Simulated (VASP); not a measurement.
# SiO (Imma) in VASP: further runs

The runs below take SiO through single point, relaxation of shape and atoms at fixed volume, with PBE.

Program: VASP 6.6.1. These are calculated values, not measurements. Logs are shortened: lines on timing, memory, paths and dates and some standing lists are left out, and cuts for length are marked.

## Step 1: The cell of the first run

The structure is orthorhombic, space group Imma (No. 74). The conventional cell has a = 3.916 Å, b = 5.321 Å, c = 6.257 Å, α = 90.00°, β = 90.00°, γ = 90.00°. Within 2.2 Å of Si (site symmetry mm2) lie 2 O at 1.63 Å. Within 2.2 Å of O (site symmetry 2/m) lie 2 Si at 1.63 Å.

## Step 2: Single point, PBE (volume scaled by 0.94, then relaxed in part)

INCAR

```
SYSTEM = SiO
  PREC = Accurate
  ENCUT = 520
  EDIFF = 1E-6
  ISMEAR = 0
  SIGMA = 0.01
  LREAL = .FALSE.
  LASPH = .TRUE.
  NELM = 60
  ALGO = Normal
  ISIF = 2
  LWAVE = .FALSE.
  LCHARG = .FALSE.
  GGA = PE
  NBANDS = 18
```

KPOINTS

```
regular mesh
0
G
  12 12 12
  0 0 0
```

POSCAR

```
SiO
1.0
   -1.9581938075      2.6607015816      3.1283263904
    1.9581938075     -2.6607015816      3.1283263904
    1.9581938075      2.6607015816     -3.1283263904
Si O
2 2
Direct
    0.5991007821      0.3491007821      0.2500000000
    0.4008992179      0.6508992179      0.7500000000
    0.5000000000      0.5000000000      0.0000000000
    0.0000000000      0.5000000000      0.5000000000
```

Potentials or basis: VASP PAW PBE potentials, release 64 (Si, O).

On the command line:

```sh
$ cat potpaw_PBE.64/Si/POTCAR potpaw_PBE.64/O/POTCAR > POTCAR
$ mpirun -np 1 vasp_std > vasp.out
```

OUTCAR:

```text
SYSTEM = SiO
   PREC = Accurate
   ENCUT = 520
   EDIFF = 1E-6
   ISMEAR = 0
   LREAL = .FALSE.
   LASPH = .TRUE.
   NELM = 60
   ISIF = 2
   GGA = PE

 ion  position               nearest neighbor table
   1  0.599  0.349  0.250-   3 1.63   4 1.63   2 2.32   2 2.32
   2  0.401  0.651  0.750-   3 1.63   4 1.63   1 2.32   1 2.32
   3  0.500  0.500  0.000-   1 1.63   2 1.63
   4  0.000  0.500  0.500-   1 1.63   2 1.63

  LATTYP: Found a body centered orthorhombic cell.
 ALAT       =     3.9163876150
 B/A-ratio  =     1.3587529342
 C/A-ratio  =     1.5975570847

  Lattice vectors:

 A1 = (  -1.9581938075,   2.6607015816,   3.1283263904)
 A2 = (   1.9581938075,  -2.6607015816,   3.1283263904)
 A3 = (   1.9581938075,   2.6607015816,  -3.1283263904)

Analysis of symmetry for initial positions (statically):
=====================================================================
 Subroutine PRICEL returns:
 Original cell was already a primitive cell.

 Routine SETGRP: Setting up the symmetry group for a
 body centered orthorhombic supercell.

 Subroutine GETGRP returns: Found  8 space group operations
 (whereof  4 operations were pure point group operations)
 out of a pool of  8 trial point group operations.

The static configuration has the point symmetry C_2h.
 The point group associated with its full space group is D_2h.

Analysis of symmetry for dynamics (positions and initial velocities):
=====================================================================
 Subroutine PRICEL returns:
 Original cell was already a primitive cell.

 Routine SETGRP: Setting up the symmetry group for a
 body centered orthorhombic supercell.

 Subroutine GETGRP returns: Found  8 space group operations
 (whereof  4 operations were pure point group operations)
 out of a pool of  8 trial point group operations.

The dynamic configuration has the point symmetry C_2h.
 The point group associated with its full space group is D_2h.

 Subroutine INISYM returns: Found  8 space group operations
 (whereof  4 operations are pure point group operations),
 and found     1 'primitive' translations

----------------------------------------------------------------------------------------

                                     Primitive cell

  volume of cell :      65.1964

  direct lattice vectors                    reciprocal lattice vectors
    -1.958193808  2.660701582  3.128326390     0.000000000  0.187920360  0.159829870
     1.958193808 -2.660701582  3.128326390     0.255337341  0.000000000  0.159829870
     1.958193808  2.660701582 -3.128326390     0.255337341  0.187920360  0.000000000

  length of vectors
     4.549756246  4.549756246  4.549756246     0.246697485  0.301235365  0.317035045

  position of ions in fractional coordinates (direct lattice)
     0.599100782  0.349100782  0.250000000
     0.400899218  0.650899218  0.750000000
     0.500000000  0.500000000  0.000000000
     0.000000000  0.500000000  0.500000000

  ion indices of the primitive-cell ions
   primitive index   ion index
                 1           1
                 2           2
                 3           3
                 4           4

----------------------------------------------------------------------------------------

 KPOINTS: regular mesh

Automatic generation of k-mesh.
 Grid dimensions read from file:
 generate k-points for:   12   12   12

 Generating k-lattice:

  Cartesian coordinates                     Fractional coordinates (reciprocal lattice)
     0.000000000  0.015660030  0.013319156     0.083333333 -0.000000000  0.000000000
     0.021278112  0.000000000  0.013319156     0.000000000  0.083333333  0.000000000
     0.021278112  0.015660030  0.000000000     0.000000000 -0.000000000  0.083333333

  Length of vectors
     0.020558124  0.025102947  0.026419587

  Shift w.r.t. Gamma in fractional coordinates (k-lattice)
     0.000000000  0.000000000  0.000000000

 Subroutine IBZKPT returns following result:
 ===========================================

 Found    280 irreducible k-points:

 Following reciprocal coordinates:
            Coordinates               Weight
  0.000000  0.000000  0.000000      1.000000
  0.083333 -0.000000  0.000000      4.000000
  0.166667  0.000000 -0.000000      4.000000
  0.250000  0.000000  0.000000      4.000000
  0.333333  0.000000 -0.000000      4.000000
  0.416667 -0.000000  0.000000      4.000000
[... 16 lines left out ...]
  0.250000  0.166667 -0.000000      8.000000
  0.333333  0.166667  0.000000      8.000000
 [... further k-points ...]
   k-points           NKPTS =    280   k-points in BZ     NKDIM =    280   number of bands    NBANDS=     18
   number of dos      NEDOS =    301   number of ions     NIONS =      4
   total plane-waves  NPLWV =  46656
   dimension x,y,z NGX =    36 NGY =   36 NGZ =   36
   dimension x,y,z NGXF=    72 NGYF=   72 NGZF=   72
   ions per type =               2   2
   NGX,Y,Z   is equivalent  to a cutoff of  13.15, 13.15, 13.15 a.u.
   NGXF,Y,Z  is equivalent  to a cutoff of  26.31, 26.31, 26.31 a.u.
 SYSTEM =  SiO
   PREC   = accura    normal or accurate (medium, high low for compatibility)
   ISTART =      0    job   : 0-new  1-cont  2-samecut
   ICHARG =      2    charge: 1-file 2-atom 10-const
   ISPIN  =      1    spin polarized calculation?
   LNONCOLLINEAR =      F non collinear calculations
   LSORBIT =      F    spin-orbit coupling
   LASPH  =      T    aspherical Exc in radial PAW
   ENCUT  =  520.0 eV  38.22 Ry    6.18 a.u.   8.46  8.46  8.46*2*pi/ulx,y,z
   NELM   =     60;   NELMIN=  2; NELMDL= -5     # of ELM steps
   EDIFF  = 0.1E-05   stopping-criterion for ELM
   LREAL  =      F    real-space projection
   EDIFFG = 0.1E-04   stopping-criterion for IOM
   NSW    =      0    number of steps for IOM
   IBRION =     -1    ionic relax: 0-MD 1-quasi-New 2-CG
   NFREE  =      0    steps in history (QN), initial steepest desc. (CG)
   ISIF   =      2    stress and relaxation
   ISYM   =      2    0-nonsym 1-usesym 2-fastsym
   POTIM  = 0.5000    time-step for ionic-motion
   TEBEG  =    0.0;   TEEND  =   0.0 temperature during run
   PSTRESS=    0.0 pullay stress
   NELECT =      20.0000    total number of electrons
   NUPDOWN=      -1.0000    fix difference up-down
   EMIN   =  10.00;   EMAX   =-10.00  energy-range for DOS
   EFERMI =   0.00;   METHOD = LEGACY
   ISMEAR =     0;   SIGMA  =   0.01  broadening in eV -4-tet -1-fermi 0-gaus
   EFERMI_NEDOS =   21; number of points for ismear=-14 and -15
   IALGO  =     38    algorithm
   IMIX   =      4    mixing-type and parameters
     AMIX     =   0.40;   BMIX     =  1.00
     AMIX_MAG =   1.60;   BMIX_MAG =  1.00
  volume/ion in A,a.u.               =      16.30       109.99
  Fermi-wavevector in a.u.,A,eV,Ry     =   1.104105  2.086455 16.586139  1.219047
  Thomas-Fermi vector in A             =   2.240572
   LORBIT       =      0    0 simple, 1 ext, 2 COOP (PROOUT), +10 PAW based schemes
   GGA     = PE    functional components
   LHFCALC =     F    Hartree Fock is set to
   AEXX    =    0.0000 exact exchange contribution
   IVDW    =     0    specifies the selected vdW correction
   LEPSILON=     F    determine dielectric tensor
   LRPA    =     F    only Hartree local field effects (RPA)
 non-spin polarized calculation
 Gauss-broadening in eV      SIGMA  =   0.01
  energy-cutoff  :      520.00
  volume of cell :       65.20
 maximum number of plane-waves:      1785
 NGX is ok and might be reduce to    36
   NGX = 17   NGY = 17   NGZ = 17

 number of electron      19.9999993 magnetization

 Free energy of the ion-electron system (eV)
  ---------------------------------------------------
  ext. energy  EPLUGINS =         0.00000000
  ---------------------------------------------------
  free energy    TOTEN  =       -27.99695156 eV

  energy without entropy =      -27.99695123  energy(sigma->0) =      -27.99695139

 E-fermi :   4.6379     XC(G=0):  -8.5044

 val. band max:        4.6187329087   @ k =  -0.4167  -0.4167   0.4167
 cond. band min:       4.6570413630   @ k =   0.4167  -0.4167   0.4167
 fundamental gap:      0.0383084543
 Fermi energy:         4.6378818385

 k-point     1 :       0.0000    0.0000    0.0000
  band No.  band energies     occupation
      1     -17.4075      2.00000
      2     -16.1702      2.00000
      3      -6.8294      2.00000
      4      -4.5434      2.00000
      5      -3.5822      2.00000
      6      -1.3133      2.00000
[... 10 lines left out ...]
     17      13.6214      0.00000
     18      14.1619      0.00000

 k-point     2 :       0.0833   -0.0000    0.0000
  band No.  band energies     occupation
      1     -17.3879      2.00000
      2     -16.1929      2.00000
      3      -6.8213      2.00000
      4      -4.7215      2.00000
      5      -3.3664      2.00000
      6      -1.2776      2.00000
[... 10 lines left out ...]
     17      13.3442      0.00000
     18      14.3766      0.00000

 k-point     3 :       0.1667    0.0000   -0.0000
  band No.  band energies     occupation
      1     -17.3303      2.00000
      2     -16.2586      2.00000
      3      -6.8019      2.00000
      4      -5.0265      2.00000
      5      -2.9623      2.00000
      6      -1.2421      2.00000
[... 10 lines left out ...]
     17      12.8490      0.00000
     18      14.4232      0.00000

 k-point     4 :       0.2500    0.0000    0.0000
  band No.  band energies     occupation
      1     -17.2379      2.00000
      2     -16.3622      2.00000
      3      -6.7830      2.00000
      4      -5.2873      2.00000
      5      -2.5733      2.00000
      6      -1.2854      2.00000
[... 375 lines left out ...]
      4      -4.7672      2.00000
      5      -2.9629      2.00000
      6      -1.4114      2.00000
[... 10 lines left out ...]
     17      12.6471      0.00000
     18      14.9399      0.00000

 k-point    23 :       0.2500    0.1667   -0.0000
  band No.  band energies     occupation
      1     -17.1740      2.00000
      2     -16.3903      2.00000
      3      -7.1363      2.00000
      4      -4.9787      2.00000
      5      -2.6962      2.00000
      6      -1.5242      2.00000
[... 10 lines left out ...]
     17      12.7044      0.00000
     18      14.6970      0.00000

 k-point    24 :       0.3333    0.1667    0.0000
  band No.  band energies     occupation
      1     -17.0525      2.00000
      2     -16.5276      2.00000
      3      -7.0526      2.00000
      4      -5.1802      2.00000
      5      -2.4611      2.00000
      6      -1.6239      2.00000
[... 10 lines left out ...]
     17      13.0170      0.00000
     18      14.3973      0.00000

 [... further k-points ...]
[... 5 lines left out ...]
  --------------------------------------------------------------------------------------
  -------------------------------------------------------------------------------------
  Total        2.4118958      2.5923082      2.4773686      0.0000000      0.0000000      0.0000000
  in kB       59.2714075     63.7049709     60.8803750      0.0000000      0.0000000      0.0000000
  external PRESSURE =      61.2855845 kB  Pullay stress =       0.0000000 kB

 VOLUME and BASIS-vectors are now :
 -----------------------------------------------------------------------------
  energy-cutoff  :      520.00
  volume of cell :       65.20
      direct lattice vectors                 reciprocal lattice vectors
    -1.958193808  2.660701582  3.128326390     0.000000000  0.187920360  0.159829870
     1.958193808 -2.660701582  3.128326390     0.255337341  0.000000000  0.159829870
     1.958193808  2.660701582 -3.128326390     0.255337341  0.187920360  0.000000000

 POSITION                                       TOTAL-FORCE (eV/Angst)
 -----------------------------------------------------------------------------------
     -0.00000      1.33035      2.18420        -0.000000     -0.000000     -0.031182
      1.95819      1.33035      0.94412        -0.000000      0.000000      0.031182
      0.00000      0.00000      3.12833         0.000000      0.000000      0.000000
      1.95819      0.00000      0.00000         0.000000      0.000000      0.000000
 -----------------------------------------------------------------------------------
    total drift:                                0.000000     -0.000000      0.000000

  FREE ENERGIE OF THE ION-ELECTRON SYSTEM (eV)
  ---------------------------------------------------
  free  energy   TOTEN  =       -27.9969515594 eV

  energy  without entropy=      -27.9969512251  energy(sigma->0) =      -27.99695139
```

Run time: 6.8 min. Hardware: 1 thread of Oxide Virtual Turin-like, shared host; peak memory 0.35 GiB.

Results:

```yaml
Free_energy: -27.9970 eV
Pressure: 6.1 GPa
Largest_force: 0.031 eV/Å
Band_gap_on_the_k_mesh: zero (band 10 reaches 4.66 eV, above the bottom of band 11 at 4.62 eV)
```

Forces in eV/Å, atoms in the order of the input:
```
Si   0.000  0.000 -0.031
Si   0.000  0.000  0.031
O    0.000  0.000  0.000
O    0.000  0.000  0.000
```

Caveat: the cell differs from its parent crystal (volume scaled by 0.94, then relaxed in part).

## Step 3: Single point, PBE

This run uses another cell than the first one, of 17.34 Å³/atom, 1.064 times its volume.

INCAR

```
ALGO     = Normal         # electronic algorithm
EDIFF    = 1E-6           # SCF threshold, eV
ENCUT    = 520            # plane-wave cutoff, eV
GGA      = PE             # functional
ISIF     = 2              # what is computed and relaxed
ISMEAR   = 0              # smearing method
LASPH    = T              # aspherical terms in the spheres
LCHARG   = F              # write CHGCAR
LREAL    = F              # projectors in reciprocal space
LWAVE    = F              # write WAVECAR
NBANDS   = 18             # bands
NELM     = 80             # most SCF steps
PREC     = Accurate       # precision mode
SIGMA    = 0.01           # smearing width, eV
```

KPOINTS

```
k-points
0
Gamma
  12 12 12
```

POSCAR

```
SiO
1.0
   -2.0257683421      2.6744573732      3.2004465992
    2.0257683421     -2.6744573732      3.2004465992
    2.0257683421      2.6744573732     -3.2004465992
Si O
2 2
Direct
    0.5994556600      0.3494556600      0.2500000000
    0.4005443400      0.6505443400      0.7500000000
    0.5000000000      0.5000000000      0.0000000000
    0.0000000000      0.5000000000      0.5000000000
```

Potentials or basis: VASP PAW PBE potentials, release 64 (Si, O).

On the command line:

```sh
$ cat potpaw_PBE.64/Si/POTCAR potpaw_PBE.64/O/POTCAR > POTCAR
$ mpirun -np 1 vasp_std > vasp.out
```

Run time: 5.9 min. Hardware: 1 thread of Oxide Virtual Turin-like, shared host; peak memory 0.37 GiB.

It converged, with:

| Quantity | Value |
| --- | --- |
| Free energy | -28.0723 eV |
| Pressure | 0.0 GPa |
| Largest force | 0.032 eV/Å |
| Band gap on the k mesh | 0.02 eV, direct |

Forces on the atoms (eV/Å):
```
Si   0.000  0.000 -0.032
Si   0.000  0.000  0.032
O    0.000  0.000  0.000
O    0.000  0.000  0.000
```

Stress tensor (GPa, compression positive):
```
-0.21  0.00  0.00
 0.00  0.18  0.00
 0.00  0.00  0.01
```

Levels at points of the mesh, in eV from the valence-band top:
```tsv
k point	band 7	band 8	band 9	band 10	band 11	band 12	band 13	band 14
(0.00, 0.00, 0.00)	-5.76	-4.92	-4.38	-2.45	1.75	3.75	4.24	6.16
(0.50, 0.00, 0.00)	-5.63	-5.40	-4.72	-0.93	0.89	1.62	5.44	6.07
(0.00, 0.50, 0.00)	-5.89	-5.11	-4.08	-2.60	2.84	3.01	5.26	5.28
(0.50, 0.50, 0.00)	-5.50	-5.50	-3.59	-3.59	3.46	3.46	4.62	4.62
(0.50, 0.50, 0.50)	-4.62	-3.98	-3.94	-0.03	0.09	0.97	2.50	4.73
```

## Step 4: Relaxation of shape and atoms at fixed volume, PBE (volume scaled by 0.94)

INCAR

```
ALGO     = Normal         # electronic algorithm
EDIFF    = 1E-6           # SCF threshold, eV
EDIFFG   = -0.01          # ionic threshold
ENCUT    = 600            # plane-wave cutoff, eV
GGA      = PE             # functional
IBRION   = 2              # ionic algorithm
ISIF     = 4              # what is computed and relaxed
ISMEAR   = 0              # smearing method
LASPH    = T              # aspherical terms in the spheres
LCHARG   = F              # write CHGCAR
LREAL    = F              # projectors in reciprocal space
LWAVE    = F              # write WAVECAR
NELM     = 60             # most SCF steps
NSW      = 50             # ionic steps
PREC     = Accurate       # precision mode
SIGMA    = 0.01           # smearing width, eV
```

KPOINTS is that of step 3.

POSCAR

```
SiO
1.0
   -1.9713086917      2.6395194701      3.1324517657
    1.9713086917     -2.6395194701      3.1324517657
    1.9713086917      2.6395194701     -3.1324517657
Si O
2 2
Direct
    0.5992080898      0.3492080898      0.2500000000
    0.4007919102      0.6507919102      0.7500000000
    0.5000000000      0.5000000000      0.0000000000
    0.0000000000      0.5000000000      0.5000000000
```

On the command line:

```sh
$ cat potpaw_PBE.64/Si/POTCAR potpaw_PBE.64/O/POTCAR > POTCAR
$ mpirun -np 1 vasp_std > vasp.out
```

Run time: 12 min. Hardware: 1 thread of Oxide Virtual Turin-like, shared host; peak memory 0.38 GiB.

The run converged. Its results:

| Item | Value |
| --- | --- |
| Free energy | -28.0045 eV |
| Energy gained by relaxing | 2.0 meV/atom |
| Ionic steps | 5 |
| Pressure after relaxing | 5.9 GPa |
| Band gap on the k mesh | zero (band 10 reaches 4.65 eV, above the bottom of band 11 at 4.62 eV) |

The path:
```csv
step,energy change (eV),largest force (eV/Å),pressure (GPa),volume (Å³)
1,0.0000,0.3986,7.09,65.20
2,0.0159,1.0060,4.54,65.20
3,-0.0067,0.1027,6.09,65.20
4,-0.0078,0.0458,6.00,65.20
5,-0.0081,0.0016,5.91,65.20
```

Final structure:
```
CELL_PARAMETERS angstrom
-1.95691 2.66291 3.12778
1.95691 -2.66291 3.12778
1.95691 2.66291 -3.12778
ATOMIC_POSITIONS crystal
Si 0.59913 0.34913 0.25000
Si 0.40087 0.65087 0.75000
O 0.50000 0.50000 0.00000
O 0.00000 0.50000 0.50000
```

Levels at points of the mesh, in eV from the Fermi level:
| k point | band 7 | band 8 | band 9 | band 10 | band 11 | band 12 | band 13 | band 14 |
| --- | --- | --- | --- | --- | --- | --- | --- | --- |
| (0.00, 0.00, 0.00) | -5.84 | -5.05 | -4.57 | -2.44 | 1.83 | 3.71 | 4.35 | 6.32 |
| (0.50, 0.00, 0.00) | -5.81 | -5.50 | -4.82 | -0.88 | 0.86 | 1.86 | 6.09 | 6.18 |
| (0.00, 0.50, 0.00) | -6.01 | -5.31 | -4.20 | -2.59 | 3.00 | 3.04 | 5.44 | 5.47 |
| (0.50, 0.50, 0.00) | -5.66 | -5.66 | -3.61 | -3.61 | 3.60 | 3.60 | 4.77 | 4.77 |
| (0.50, 0.50, 0.50) | -4.71 | -4.06 | -4.05 | -0.12 | 0.17 | 0.92 | 3.36 | 5.04 |

Caveat: the cell differs from its parent crystal (volume scaled by 0.94).

## Step 5: The runs side by side

| task | cell | cutoff (eV) | gap on the mesh (eV) | pressure (GPa) | largest force (eV/Å) |
| --- | --- | --- | --- | --- | --- |
| single point | a = 4.550 Å, angles 129.0, 108.4, 93.1°, 4 atoms | 520 | none | 6.1 | 0.03 |
| single point | a = 4.637 Å, angles 128.2, 109.5, 92.7°, 4 atoms | 520 | 0.02 | 0.0 | 0.03 |
| relaxation of shape and atoms at fixed volume | relaxed from a = 4.546 Å, angles 128.6, 109.0, 92.9°, 4 atoms | 600 | none | 5.9 | - |

Alike in all rows: level PBE; potentials or basis VASP PAW PBE potentials, release 64 (Si, O); no spin polarisation; k mesh 12 × 12 × 12; smearing gaussian 0.01 eV.

Absolute energies hang on the potentials; compare differences alone.
